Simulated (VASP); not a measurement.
# Sb (P-1) in VASP: a series of runs, part 2 of 2

VASP 6.6.1. The steps go on from the part before.

**3. Single point, PBEsol**

INCAR

```
PREC     = Accurate       # precision mode
ENCUT    = 520            # plane-wave cutoff, eV
EDIFF    = 1E-6           # SCF threshold, eV
ISMEAR   = 0              # smearing method
SIGMA    = 0.05           # smearing width, eV
LREAL    = F              # projectors in reciprocal space
LASPH    = T              # aspherical terms in the spheres
NELM     = 100            # most SCF steps
ALGO     = Normal         # electronic algorithm
ISIF     = 2              # what is computed and relaxed
LWAVE    = F              # write WAVECAR
LCHARG   = F              # write CHGCAR
GGA      = PS             # functional
NBANDS   = 12             # bands
```

KPOINTS

```
Automatic mesh
0
Gamma
  12 9 8
```

POSCAR

```
Sb
1.0
    3.1224020000      0.0000000000      0.0000000000
    0.0000000000      4.3475180000      0.0000000000
   -0.0389150000      0.0000000000      4.4058520000
Sb
2
Direct
    0.0121760000      0.2614880000      0.2426090000
    1.0015420000      0.7464850000      0.7653540000
```

Potentials or basis: VASP PAW PBE potentials, release 64 (Sb).

Started as:

```bash
cat potpaw_PBE.64/Sb/POTCAR > POTCAR
mpirun -np 1 vasp_std > vasp.out
```

OUTCAR:

```text
PREC = Accurate
   ENCUT = 520
   EDIFF = 1E-6
   ISMEAR = 0
   LREAL = F
   LASPH = T
   NELM = 100
   ISIF = 2
   GGA = PS

 ion  position               nearest neighbor table
   1  0.012  0.261  0.243-   2 2.98   2 3.07   2 3.12   2 3.21
   2  0.002  0.746  0.765-   1 2.98   1 3.07   1 3.12   1 3.21

  LATTYP: Found a simple monoclinic cell.
 ALAT       =     3.1224020000
 B/A-ratio  =     1.3923633152
 C/A-ratio  =     1.4111007668
 COS(beta)  =    -0.0088322263

  Lattice vectors:

 A1 = (   3.1224020000,   0.0000000000,   0.0000000000)
 A2 = (   0.0000000000,   4.3475180000,   0.0000000000)
 A3 = (  -0.0389150000,   0.0000000000,   4.4058520000)

Analysis of symmetry for initial positions (statically):
=====================================================================
 Subroutine PRICEL returns:
 Original cell was already a primitive cell.

 Routine SETGRP: Setting up the symmetry group for a
 simple monoclinic supercell.

 Subroutine GETGRP returns: Found  2 space group operations
 (whereof  1 operations were pure point group operations)
 out of a pool of  4 trial point group operations.

The static configuration has the point symmetry C_1 .
 The point group associated with its full space group is S_2 .

Analysis of symmetry for dynamics (positions and initial velocities):
=====================================================================
 Subroutine PRICEL returns:
 Original cell was already a primitive cell.

 Routine SETGRP: Setting up the symmetry group for a
 simple monoclinic supercell.

 Subroutine GETGRP returns: Found  2 space group operations
 (whereof  1 operations were pure point group operations)
 out of a pool of  4 trial point group operations.

The dynamic configuration has the point symmetry C_1 .
 The point group associated with its full space group is S_2 .

 Subroutine INISYM returns: Found  2 space group operations
 (whereof  1 operations are pure point group operations),
 and found     1 'primitive' translations

----------------------------------------------------------------------------------------

                                     Primitive cell

  volume of cell :      59.8081

  direct lattice vectors                    reciprocal lattice vectors
     3.122402000  0.000000000  0.000000000     0.320266257  0.000000000  0.002828774
     0.000000000  4.347518000  0.000000000     0.000000000  0.230016299  0.000000000
    -0.038915000  0.000000000  4.405852000     0.000000000  0.000000000  0.226970856

  length of vectors
     3.122402000  4.347518000  4.406023856     0.320278749  0.230016299  0.226970856

  position of ions in fractional coordinates (direct lattice)
     0.012176000  0.261488000  0.242609000
     0.001542000  0.746485000  0.765354000

  ion indices of the primitive-cell ions
   primitive index   ion index
                 1           1
                 2           2

----------------------------------------------------------------------------------------

 KPOINTS: Automatic mesh

Automatic generation of k-mesh.
[... 27 lines left out ...]
  0.333333  0.000000  0.000000      2.000000
  0.416667  0.000000  0.000000      2.000000
[... 16 lines left out ...]
  0.166667  0.222222 -0.000000      2.000000
 -0.166667  0.222222  0.000000      2.000000
 [... further k-points ...]
   k-points           NKPTS =    434   k-points in BZ     NKDIM =    434   number of bands    NBANDS=     12
   number of dos      NEDOS =    301   number of ions     NIONS =      2
   total plane-waves  NPLWV =  27648
   dimension x,y,z NGX =    24 NGY =   32 NGZ =   36
   dimension x,y,z NGXF=    48 NGYF=   64 NGZF=   72
   ions per type =               2
   NGX,Y,Z   is equivalent  to a cutoff of  12.78, 12.24, 13.58 a.u.
   NGXF,Y,Z  is equivalent  to a cutoff of  25.56, 24.47, 27.17 a.u.
 SYSTEM =  unknown system
   PREC   = accura    normal or accurate (medium, high low for compatibility)
   ISTART =      0    job   : 0-new  1-cont  2-samecut
   ICHARG =      2    charge: 1-file 2-atom 10-const
   ISPIN  =      1    spin polarized calculation?
   LNONCOLLINEAR =      F non collinear calculations
   LSORBIT =      F    spin-orbit coupling
   LASPH  =      T    aspherical Exc in radial PAW
   ENCUT  =  520.0 eV  38.22 Ry    6.18 a.u.   5.81  8.08  8.19*2*pi/ulx,y,z
   NELM   =    100;   NELMIN=  2; NELMDL= -5     # of ELM steps
   EDIFF  = 0.1E-05   stopping-criterion for ELM
   LREAL  =      F    real-space projection
   EDIFFG = 0.1E-04   stopping-criterion for IOM
   NSW    =      0    number of steps for IOM
   IBRION =     -1    ionic relax: 0-MD 1-quasi-New 2-CG
   NFREE  =      0    steps in history (QN), initial steepest desc. (CG)
   ISIF   =      2    stress and relaxation
   ISYM   =      2    0-nonsym 1-usesym 2-fastsym
   POTIM  = 0.5000    time-step for ionic-motion
   TEBEG  =    0.0;   TEEND  =   0.0 temperature during run
   PSTRESS=    0.0 pullay stress
   NELECT =      10.0000    total number of electrons
   NUPDOWN=      -1.0000    fix difference up-down
   EMIN   =  10.00;   EMAX   =-10.00  energy-range for DOS
   EFERMI =   0.00;   METHOD = LEGACY
   ISMEAR =     0;   SIGMA  =   0.05  broadening in eV -4-tet -1-fermi 0-gaus
   EFERMI_NEDOS =   21; number of points for ismear=-14 and -15
   IALGO  =     38    algorithm
   IMIX   =      4    mixing-type and parameters
     AMIX     =   0.40;   BMIX     =  1.00
     AMIX_MAG =   1.60;   BMIX_MAG =  1.00
  volume/ion in A,a.u.               =      29.90       201.80
  Fermi-wavevector in a.u.,A,eV,Ry     =   0.901893  1.704330 11.067117  0.813410
  Thomas-Fermi vector in A             =   2.025029
   LORBIT       =      0    0 simple, 1 ext, 2 COOP (PROOUT), +10 PAW based schemes
   GGA     = PS    functional components
   LHFCALC =     F    Hartree Fock is set to
   AEXX    =    0.0000 exact exchange contribution
   IVDW    =     0    specifies the selected vdW correction
   LEPSILON=     F    determine dielectric tensor
   LRPA    =     F    only Hartree local field effects (RPA)
 non-spin polarized calculation
 Gauss-broadening in eV      SIGMA  =   0.05
  energy-cutoff  :      520.00
  volume of cell :       59.81
 maximum number of plane-waves:      1648
   NGX = 11   NGY = 17   NGZ = 17

 number of electron      10.0000000 magnetization

 Free energy of the ion-electron system (eV)
  ---------------------------------------------------
  ext. energy  EPLUGINS =         0.00000000
  ---------------------------------------------------
  free energy    TOTEN  =        -9.02829696 eV

  energy without entropy =       -9.02644366  energy(sigma->0) =       -9.02737031

 E-fermi :   6.9999     XC(G=0):  -9.7397

 val. band max:        6.9987876498   @ k =   0.2500   0.4444  -0.1250
 cond. band min:       7.0087094787   @ k =  -0.0833   0.2222   0.2500
 fundamental gap:      0.0099218289
 Fermi energy:         6.9998516513

 k-point     1 :       0.0000    0.0000    0.0000
  band No.  band energies     occupation
      1      -5.4488      2.00000
      2      -0.3596      2.00000
      3       3.3797      2.00000
      4       3.5175      2.00000
      5       8.9375      0.00000
      6      10.0272      0.00000
      7      10.3133      0.00000
      8      10.4732      0.00000
      9      13.7765      0.00000
     10      13.9853      0.00000
     11      14.1727      0.00000
     12      15.0767      0.00000
[... 331 lines left out ...]
 k-point    24 :      -0.1667    0.2222    0.0000
  band No.  band energies     occupation
      1      -4.6959      2.00000
      2      -1.0559      2.00000
      3       4.1847      2.00000
      4       4.5601      2.00000
      5       7.1834      0.00000
      6       8.8577      0.00000
      7       9.0451      0.00000
      8      10.4906      0.00000
      9      11.0716      0.00000
     10      16.2608      0.00000
     11      16.5529      0.00000
     12      16.6654      0.00000

 [... further k-points ...]

------------------------ aborting loop because EDIFF is reached ----------------------------------------

  FORCE on cell =-STRESS in cart. coord.  units (eV):
  Direction    XX          YY          ZZ          XY          YZ          ZX
  --------------------------------------------------------------------------------------
  -------------------------------------------------------------------------------------
  Total       -1.1372711     -0.4921720     -0.5246551     -0.0057226     -0.0828483      0.0474395
  in kB      -30.4659331    -13.1846135    -14.0547896     -0.1533003     -2.2193930      1.2708392
  external PRESSURE =     -19.2351121 kB  Pullay stress =       0.0000000 kB

 VOLUME and BASIS-vectors are now :
 -----------------------------------------------------------------------------
  energy-cutoff  :      520.00
  volume of cell :       59.81
      direct lattice vectors                 reciprocal lattice vectors
     3.122402000  0.000000000  0.000000000     0.320266257  0.000000000  0.002828774
     0.000000000  4.347518000  0.000000000     0.000000000  0.230016299  0.000000000
    -0.038915000  0.000000000  4.405852000     0.000000000  0.000000000  0.226970856

 POSITION                                       TOTAL-FORCE (eV/Angst)
 -----------------------------------------------------------------------------------
      0.02858      1.13682      1.06890        -0.014712     -0.085165      0.122911
     -0.02497      3.24536      3.37204         0.014712      0.085165     -0.122911
 -----------------------------------------------------------------------------------
    total drift:                               -0.000000      0.000000      0.000001

  FREE ENERGIE OF THE ION-ELECTRON SYSTEM (eV)
  ---------------------------------------------------
  free  energy   TOTEN  =        -9.0282969624 eV

  energy  without entropy=       -9.0264436585  energy(sigma->0) =       -9.02737031
```

Wall time 2 min (1 thread of Intel Xeon 6975P-C (Granite Rapids), shared host); peak memory 0.38 GiB.

Results:

| Item | Value |
| --- | --- |
| Free energy | -9.0283 eV |
| Pressure | -1.9 GPa |
| Largest force | 0.150 eV/Å |
| Band gap on the k mesh | zero (band 5 reaches 11.99 eV, above the bottom of band 6 at 3.56 eV) |

Forces in eV/Å, atoms in the order of the input:
```
Sb  -0.015 -0.085  0.123
Sb   0.015  0.085 -0.123
```

Stress tensor (GPa, compression positive):
```
-3.05 -0.02  0.13
-0.02 -1.32 -0.22
 0.13 -0.22 -1.41
```

Levels at points of the mesh, in eV from the Fermi level:
```csv
k point,band 1,band 2,band 3,band 4,band 5,band 6,band 7,band 8,band 9,band 10
"(0.00, 0.00, 0.00)",-12.45,-7.36,-3.62,-3.48,1.94,3.03,3.31,3.47,6.78,6.99
"(0.50, 0.00, 0.00)",-10.11,-5.63,-4.59,-1.76,-1.62,-1.55,4.39,4.73,4.86,5.29
"(0.00, 0.00, 0.50)",-10.95,-10.40,-1.66,-1.13,-0.79,-0.72,4.46,4.94,7.72,7.97
"(0.50, 0.00, 0.50)",-8.59,-7.99,-4.19,-3.78,0.24,0.94,1.53,1.63,5.39,5.78
```

Caveat: the PAW data sets were made with another functional, which shifts forces and pressure a little; spin-orbit coupling is left out, which moves the levels of the heavy elements.
